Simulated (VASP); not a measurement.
# Cr (P6/mmm) in VASP: a series of runs, part 2 of 2

VASP 6.6.1. The steps go on from the part before.

**4. Single point, PBE (10.43 Å³/atom)**

This run uses another cell than the first one, of 10.43 Å³/atom.

File INCAR:

```
PREC = Accurate
ENCUT = 520
EDIFF = 1E-7
ISMEAR = -1
SIGMA = 0.1
LREAL = F
LASPH = T
NELM = 60
ALGO = Normal
ISIF = 2
LWAVE = F
LCHARG = F
GGA = PE
NBANDS = 25
```

File KPOINTS:

```
Automatic mesh
0
Gamma
  10 10 15
```

File POSCAR:

```
Cr
1.0
    4.0571007839      0.0000000000      0.0000000000
   -2.0285503919      3.5135523446      0.0000000000
    0.0000000000      0.0000000000      2.1948794123
Cr
3
Direct
    1.0000000000      0.0000000000      0.0000000000
    0.3333333333      0.6666666667      0.5000000000
    0.6666666667      0.3333333333      0.5000000000
```

Potentials or basis: VASP PAW PBE potentials, release 64 (Cr_pv).

The run is started by

```sh
$ cat potpaw_PBE.64/Cr_pv/POTCAR > POTCAR
$ mpirun -np 1 vasp_std > vasp.out
```

OUTCAR:

```text
PREC = Accurate
   ENCUT = 520
   EDIFF = 1E-7
   ISMEAR = -1
   LREAL = F
   LASPH = T
   NELM = 60
   ISIF = 2
   GGA = PE

 ion  position               nearest neighbor table
   1  0.000  0.000  0.000-   2 2.59   3 2.59   2 2.59   3 2.59   2 2.59   2 2.59   3 2.59   3 2.59
                             3 2.59   3 2.59   2 2.59   2 2.59
   2  0.333  0.667  0.500-   3 2.34   3 2.34   3 2.34   1 2.59   1 2.59   1 2.59   1 2.59   1 2.59
                             1 2.59
   3  0.667  0.333  0.500-   2 2.34   2 2.34   2 2.34   1 2.59   1 2.59   1 2.59   1 2.59   1 2.59
                             1 2.59

  LATTYP: Found a hexagonal cell.
 ALAT       =     4.0571007839
 C/A-ratio  =     0.5409970147

  Lattice vectors:

 A1 = (   4.0571007839,   0.0000000000,   0.0000000000)
 A2 = (  -2.0285503919,   3.5135523446,   0.0000000000)
 A3 = (   0.0000000000,   0.0000000000,   2.1948794123)

Analysis of symmetry for initial positions (statically):
=====================================================================
 Subroutine PRICEL returns:
 Original cell was already a primitive cell.

 Routine SETGRP: Setting up the symmetry group for a
[... 167 lines left out ...]
  energy without entropy =      -26.99447534  energy(sigma->0) =      -27.06454660

 E-fermi :  12.4319     XC(G=0): -14.2426

 val. band max:       12.4295653369   @ k =   0.5000   0.0000   0.0667
 cond. band min:      12.4334254684   @ k =   0.1000   0.1000   0.4000
 fundamental gap:      0.0038601315
 Fermi energy:        12.4319036966

 k-point     1 :       0.0000    0.0000    0.0000
  band No.  band energies     occupation
      1     -30.8212      2.00000
      2     -30.8212      2.00000
      3     -30.7464      2.00000
      4     -30.7464      2.00000
      5     -29.9837      2.00000
      6     -29.9837      2.00000
[... 661 lines left out ...]
     24      15.0542      0.00000
     25      15.1757      0.00000

 [... further k-points ...]

------------------------ aborting loop because EDIFF is reached ----------------------------------------

  FORCE on cell =-STRESS in cart. coord.  units (eV):
  Direction    XX          YY          ZZ          XY          YZ          ZX
  --------------------------------------------------------------------------------------
  -------------------------------------------------------------------------------------
  Total        7.4239636      7.4239636      8.1202467      0.0000000      0.0000000      0.0000000
  in kB      380.1662205    380.1662205    415.8214797      0.0000000      0.0000000      0.0000000
  external PRESSURE =     392.0513069 kB  Pullay stress =       0.0000000 kB

 VOLUME and BASIS-vectors are now :
 -----------------------------------------------------------------------------
  energy-cutoff  :      520.00
  volume of cell :       31.29
      direct lattice vectors                 reciprocal lattice vectors
     4.057100784  0.000000000  0.000000000     0.246481429  0.142306120  0.000000000
    -2.028550392  3.513552345  0.000000000     0.000000000  0.284612239  0.000000000
     0.000000000  0.000000000  2.194879412     0.000000000  0.000000000  0.455605895

 POSITION                                       TOTAL-FORCE (eV/Angst)
 -----------------------------------------------------------------------------------
      0.00000      0.00000      0.00000        -0.000000      0.000000      0.000000
     -0.00000      2.34237      1.09744         0.000000     -0.000000     -0.000000
      2.02855      1.17118      1.09744        -0.000000      0.000000      0.000000
 -----------------------------------------------------------------------------------
    total drift:                               -0.000000      0.000000      0.000000

  FREE ENERGIE OF THE ION-ELECTRON SYSTEM (eV)
  ---------------------------------------------------
  free  energy   TOTEN  =       -27.1346178709 eV

  energy  without entropy=      -26.9944753377  energy(sigma->0) =      -27.06454660
```

OSZICAR:

```text
N       E                     dE             d eps       ncg     rms          rms(c)
DAV:   1     0.413733017369E+03    0.41373E+03   -0.20376E+04  5608   0.183E+03
DAV:   2    -0.120327021442E+02   -0.42577E+03   -0.41526E+03  5693   0.528E+02
DAV:   3    -0.304641756937E+02   -0.18431E+02   -0.17970E+02  6404   0.128E+02
DAV:   4    -0.308832463390E+02   -0.41907E+00   -0.41560E+00  6377   0.183E+01
DAV:   5    -0.308964730743E+02   -0.13227E-01   -0.13223E-01  6915   0.313E+00    0.246E+01
DAV:   6    -0.272244557622E+02    0.36720E+01   -0.18333E+01  5870   0.430E+01    0.308E+00
DAV:   7    -0.275546698046E+02   -0.33021E+00   -0.22026E+00  7108   0.189E+01    0.694E+00
DAV:   8    -0.271559683469E+02    0.39870E+00   -0.14450E+00  7063   0.121E+01    0.131E+00
DAV:   9    -0.271352049613E+02    0.20763E-01   -0.43452E-02  5984   0.229E+00    0.306E-01
DAV:  10    -0.271346396676E+02    0.56529E-03   -0.51566E-03  7262   0.742E-01    0.103E-01
DAV:  11    -0.271346400638E+02   -0.39618E-06   -0.30617E-04  6815   0.198E-01    0.584E-02
DAV:  12    -0.271346253558E+02    0.14708E-04   -0.78620E-05  6160   0.906E-02    0.218E-02
DAV:  13    -0.271346177242E+02    0.76315E-05   -0.12874E-05  7243   0.467E-02    0.443E-03
DAV:  14    -0.271346173964E+02    0.32783E-06   -0.93915E-07  6428   0.133E-02    0.151E-03
DAV:  15    -0.271346178230E+02   -0.42658E-06   -0.75730E-08  2906   0.352E-03    0.669E-04
DAV:  16    -0.271346178709E+02   -0.47893E-07   -0.25399E-08  2851   0.188E-03
   1 F= -.27134618E+02 E0= -.27064547E+02  d E =-.140143E+00
```

It took 2.3 min on 1 thread of Intel Xeon 8259CL, shared host; peak memory 0.19 GiB.

Results:

- Free energy: -27.1346 eV
- Pressure: 39.2 GPa
- Band gap on the k mesh: zero (bands 18 and 19 overlap by 1.14 eV)

Caveat: the cell stands under pressure; the run has no spin polarisation, though such a crystal can be magnetic.

**5. Single point, PBE (10.90 Å³/atom)**

This run uses another cell than the first one, of 10.90 Å³/atom.

File INCAR:

```
ALGO     = Normal         # electronic algorithm
EDIFF    = 1E-6           # SCF threshold, eV
ENCUT    = 520            # plane-wave cutoff, eV
GGA      = PE             # functional
ISIF     = 2              # what is computed and relaxed
ISMEAR   = -1             # smearing method
LASPH    = True           # aspherical terms in the spheres
LCHARG   = False          # write CHGCAR
LREAL    = False          # projectors in reciprocal space
LWAVE    = False          # write WAVECAR
NBANDS   = 25             # bands
NELM     = 80             # most SCF steps
PREC     = Accurate       # precision mode
SIGMA    = 0.1            # smearing width, eV
```

File KPOINTS:

```
k-points
0
Gamma
  10 10 15
```

File POSCAR:

```
Cr
1.0
    4.1176634557      0.0000000000      0.0000000000
   -2.0588317278      3.5660011569      0.0000000000
    0.0000000000      0.0000000000      2.2276436369
Cr
3
Direct
    1.0000000000      0.0000000000      0.0000000000
    0.3333333333      0.6666666667      0.5000000000
    0.6666666667      0.3333333333      0.5000000000
```

Potentials or basis: VASP PAW PBE potentials, release 64 (Cr_pv).

The run is started by

```sh
$ cat potpaw_PBE.64/Cr_pv/POTCAR > POTCAR
$ mpirun -np 1 vasp_std > vasp.out
```

OUTCAR:

```text
EDIFF = 1E-6
   ENCUT = 520
   GGA = PE
   ISIF = 2
   ISMEAR = -1
   LASPH = True
   LREAL = False
   NELM = 80
   PREC = Accurate

 ion  position               nearest neighbor table
   1  0.000  0.000  0.000-   2 2.63   3 2.63   2 2.63   3 2.63   3 2.63   3 2.63   2 2.63   2 2.63
                             3 2.63   3 2.63   2 2.63   2 2.63
   2  0.333  0.667  0.500-   3 2.38   3 2.38   3 2.38   1 2.63   1 2.63   1 2.63   1 2.63   1 2.63
                             1 2.63
   3  0.667  0.333  0.500-   2 2.38   2 2.38   2 2.38   1 2.63   1 2.63   1 2.63   1 2.63   1 2.63
                             1 2.63

  LATTYP: Found a hexagonal cell.
 ALAT       =     4.1176634557
 C/A-ratio  =     0.5409970147

  Lattice vectors:

 A1 = (   4.1176634557,   0.0000000000,   0.0000000000)
 A2 = (  -2.0588317278,   3.5660011569,   0.0000000000)
 A3 = (   0.0000000000,   0.0000000000,   2.2276436369)

Analysis of symmetry for initial positions (statically):
=====================================================================
 Subroutine PRICEL returns:
 Original cell was already a primitive cell.

 Routine SETGRP: Setting up the symmetry group for a
 hexagonal supercell.

 Subroutine GETGRP returns: Found 24 space group operations
 (whereof 24 operations were pure point group operations)
 out of a pool of 24 trial point group operations.

The static configuration has the point symmetry D_6h.

Analysis of symmetry for dynamics (positions and initial velocities):
=====================================================================
 Subroutine PRICEL returns:
 Original cell was already a primitive cell.

 Routine SETGRP: Setting up the symmetry group for a
 hexagonal supercell.

 Subroutine GETGRP returns: Found 24 space group operations
 (whereof 24 operations were pure point group operations)
 out of a pool of 24 trial point group operations.

The dynamic configuration has the point symmetry D_6h.

[... 116 lines left out ...]
   EFERMI_NEDOS =   21; number of points for ismear=-14 and -15
   IALGO  =     38    algorithm
   IMIX   =      4    mixing-type and parameters
     AMIX     =   0.40;   BMIX     =  1.00
     AMIX_MAG =   1.60;   BMIX_MAG =  1.00
  volume/ion in A,a.u.               =      10.90        73.58
  Fermi-wavevector in a.u.,A,eV,Ry     =   1.690245  3.194100 38.870866  2.856928
  Thomas-Fermi vector in A             =   2.772227
   LORBIT       =      0    0 simple, 1 ext, 2 COOP (PROOUT), +10 PAW based schemes
   GGA     = PE    functional components
   LHFCALC =     F    Hartree Fock is set to
   AEXX    =    0.0000 exact exchange contribution
   IVDW    =     0    specifies the selected vdW correction
   LEPSILON=     F    determine dielectric tensor
   LRPA    =     F    only Hartree local field effects (RPA)
 non-spin polarized calculation
  energy-cutoff  :      520.00
  volume of cell :       32.71
 maximum number of plane-waves:       902
 NGX is ok and might be reduce to    32
   NGX = 15   NGY = 15   NGZ =  9

 number of electron      36.0000018 magnetization

 Free energy of the ion-electron system (eV)
  ---------------------------------------------------
  ext. energy  EPLUGINS =         0.00000000
  ---------------------------------------------------
  free energy    TOTEN  =       -27.40978449 eV

  energy without entropy =      -27.26393575  energy(sigma->0) =      -27.33686012

 E-fermi :  11.7536     XC(G=0): -13.9781

 val. band max:       11.7530622588   @ k =   0.3000   0.3000   0.2667
 cond. band min:      11.7577817102   @ k =   0.1000   0.1000   0.4667
 fundamental gap:      0.0047194514
 Fermi energy:        11.7536267656

 k-point     1 :       0.0000    0.0000    0.0000
  band No.  band energies     occupation
      1     -31.4531      2.00000
      2     -31.4531      2.00000
      3     -31.3947      2.00000
      4     -31.3947      2.00000
      5     -30.7256      2.00000
      6     -30.7255      2.00000
[... 661 lines left out ...]
     24      14.2296      0.00000
     25      14.3411      0.00000

 [... further k-points ...]

------------------------ aborting loop because EDIFF is reached ----------------------------------------

  FORCE on cell =-STRESS in cart. coord.  units (eV):
  Direction    XX          YY          ZZ          XY          YZ          ZX
  --------------------------------------------------------------------------------------
  -------------------------------------------------------------------------------------
  Total        4.5682177      4.5682177      5.0710511      0.0000000      0.0000000      0.0000000
  in kB      223.7583909    223.7583909    248.3879510      0.0000000      0.0000000      0.0000000
  external PRESSURE =     231.9682443 kB  Pullay stress =       0.0000000 kB

 VOLUME and BASIS-vectors are now :
 -----------------------------------------------------------------------------
  energy-cutoff  :      520.00
  volume of cell :       32.71
      direct lattice vectors                 reciprocal lattice vectors
     4.117663456  0.000000000  0.000000000     0.242856176  0.140213078  0.000000000
    -2.058831728  3.566001157  0.000000000     0.000000000  0.280426157  0.000000000
     0.000000000  0.000000000  2.227643637     0.000000000  0.000000000  0.448904835

 POSITION                                       TOTAL-FORCE (eV/Angst)
 -----------------------------------------------------------------------------------
      0.00000      0.00000      0.00000        -0.000000      0.000000      0.000000
     -0.00000      2.37733      1.11382         0.000000     -0.000000      0.000000
      2.05883      1.18867      1.11382        -0.000000      0.000000     -0.000000
 -----------------------------------------------------------------------------------
    total drift:                               -0.000000      0.000000      0.000000

  FREE ENERGIE OF THE ION-ELECTRON SYSTEM (eV)
  ---------------------------------------------------
  free  energy   TOTEN  =       -27.4097844923 eV

  energy  without entropy=      -27.2639357496  energy(sigma->0) =      -27.33686012
```

OSZICAR:

```text
N       E                     dE             d eps       ncg     rms          rms(c)
DAV:   1     0.413246654574E+03    0.41325E+03   -0.20538E+04  5600   0.182E+03
DAV:   2    -0.125670673900E+02   -0.42581E+03   -0.41538E+03  5706   0.527E+02
DAV:   3    -0.309538715100E+02   -0.18387E+02   -0.17890E+02  6321   0.126E+02
DAV:   4    -0.313922490250E+02   -0.43838E+00   -0.43377E+00  6371   0.185E+01
DAV:   5    -0.314056893706E+02   -0.13440E-01   -0.13431E-01  6932   0.313E+00    0.232E+01
DAV:   6    -0.274889080340E+02    0.39168E+01   -0.20789E+01  5900   0.449E+01    0.277E+00
DAV:   7    -0.277912034381E+02   -0.30230E+00   -0.19932E+00  7109   0.176E+01    0.673E+00
DAV:   8    -0.274319016175E+02    0.35930E+00   -0.13570E+00  7069   0.112E+01    0.135E+00
DAV:   9    -0.274103846004E+02    0.21517E-01   -0.39970E-02  6021   0.228E+00    0.278E-01
DAV:  10    -0.274098164758E+02    0.56812E-03   -0.56902E-03  7098   0.723E-01    0.101E-01
DAV:  11    -0.274098042129E+02    0.12263E-04   -0.25012E-04  7192   0.161E-01    0.610E-02
DAV:  12    -0.274097912435E+02    0.12969E-04   -0.50386E-05  6369   0.689E-02    0.175E-02
DAV:  13    -0.274097849548E+02    0.62887E-05   -0.59988E-06  5516   0.311E-02    0.356E-03
DAV:  14    -0.274097844923E+02    0.46254E-06   -0.43688E-07  2892   0.956E-03
   1 F= -.27409784E+02 E0= -.27336860E+02  d E =-.145849E+00
```

stdout:

```text
POSCAR found type information on POSCAR Cr
 POSCAR found :  1 types and       3 ions
 scaLAPACK will be used
 LDA part: xc-table for (Slater+PW92), standard interpolation
 POSCAR, INCAR and KPOINTS ok, starting setup
 FFT: planning ... GRIDC
 FFT: planning ... GRID_SOFT
 FFT: planning ... GRID
 WAVECAR not read
 entering main loop
```

Run time: 2.1 min. Hardware: 1 thread of Intel Xeon 8259CL, shared host; peak memory 0.2 GiB.

What came out:

* Free energy: -27.4098 eV
* Pressure: 23.2 GPa
* Band gap on the k mesh: zero (bands 18 and 19 overlap by 0.98 eV)

Stress tensor (GPa, compression positive):
```
22.38  0.00  0.00
 0.00 22.38  0.00
 0.00  0.00 24.84
```

Levels at points of the mesh, in eV from the Fermi level:
```tsv
k point	band 14	band 15	band 16	band 17	band 18	band 19	band 20	band 21	band 22	band 23
(0.00, 0.00, 0.00)	-2.32	-2.25	-2.25	-2.01	-0.39	-0.39	1.44	1.44	1.50	1.50
(0.50, 0.00, 0.00)	-2.67	-2.23	-1.97	-1.84	0.59	0.80	1.51	1.59	1.66	1.95
```

Caveat: the cell stands under pressure; the run has no spin polarisation, though such a crystal can be magnetic. Spin polarisation is off, so any magnetic state and its effect on volume and gap are missing.

**6. Single point, PBE (11.38 Å³/atom)**

This run uses another cell than the first one, of 11.38 Å³/atom.

File INCAR:

```
PREC = Accurate ; ENCUT = 520
EDIFF = 1E-7 ; ISMEAR = -1
SIGMA = 0.1 ; LREAL = False
LASPH = True ; NELM = 100
ALGO = Normal ; ISIF = 2
LWAVE = False ; LCHARG = True
GGA = PE ; LELF = True
LVHAR = True ; NBANDS = 25
```

File KPOINTS:

```
Automatic mesh
0
Gamma
  10 10 15
```

File POSCAR:

```
Cr
1.0
    4.1764951678      0.0000000000      0.0000000000
   -2.0882475839      3.6169509141      0.0000000000
    0.0000000000      0.0000000000      2.2594714175
Cr
3
Direct
    1.0000000000      0.0000000000      0.0000000000
    0.3333333333      0.6666666667      0.5000000000
    0.6666666667      0.3333333333      0.5000000000
```

Potentials or basis: VASP PAW PBE potentials, release 64 (Cr_pv).

The run is started by

```sh
$ cat potpaw_PBE.64/Cr_pv/POTCAR > POTCAR
$ mpirun -np 1 vasp_std > vasp.out
```

Run time: 2.5 min. Hardware: 1 thread of Intel Xeon 8259CL, shared host; peak memory 0.2 GiB.

The run converged. Its results:

| Quantity | Value |
| --- | --- |
| Free energy | -27.5567 eV |
| Pressure | 10.2 GPa |
| Band gap on the k mesh | zero (bands 18 and 19 overlap by 0.85 eV) |

Stress tensor (GPa, compression positive):
```
 9.72  0.00  0.00
 0.00  9.72  0.00
 0.00  0.00 11.22
```

Levels at points of the mesh, in eV from the Fermi level:
```csv
k point,band 15,band 16,band 17,band 18,band 19,band 20,band 21,band 22
"(0.00, 0.00, 0.00)",-2.16,-2.16,-1.90,-0.35,-0.35,1.37,1.37,1.43
"(0.50, 0.00, 0.00)",-2.09,-1.87,-1.72,0.49,0.78,1.42,1.52,1.57
```

Caveat: the cell stands under pressure; the run has no spin polarisation, though such a crystal can be magnetic. Spin polarisation is off, so any magnetic state and its effect on volume and gap are missing.

**7. Summary**

| spin | cell | smearing | gap on the mesh (eV) | pressure (GPa) |
| --- | --- | --- | --- | --- |
| collinear, ferromagnetic start | a = 4.398, b = 4.398, c = 2.374 Å, angles 90.0, 90.0, 120.0°, 3 atoms | fermi-dirac 0.05 eV | none | -21.0 |
| off | a = 4.057, b = 4.057, c = 2.195 Å, angles 90.0, 90.0, 120.0°, 3 atoms | fermi-dirac 0.1 eV | none | 39.2 |
| off | a = 4.118, b = 4.118, c = 2.228 Å, angles 90.0, 90.0, 120.0°, 3 atoms | fermi-dirac 0.1 eV | none | 23.2 |
| off | a = 4.176, b = 4.176, c = 2.259 Å, angles 90.0, 90.0, 120.0°, 3 atoms | fermi-dirac 0.1 eV | none | 10.2 |

Alike in all rows: task single point; level PBE; potentials or basis VASP PAW PBE potentials, release 64 (Cr_pv); k mesh 10 × 10 × 15; cutoff (eV) 520.

Caveats: the cell stands under pressure (at least some runs); the cell stands under tension (at least some runs).

Total energies depend on the potentials used, so only differences within one code and one set of settings carry meaning.
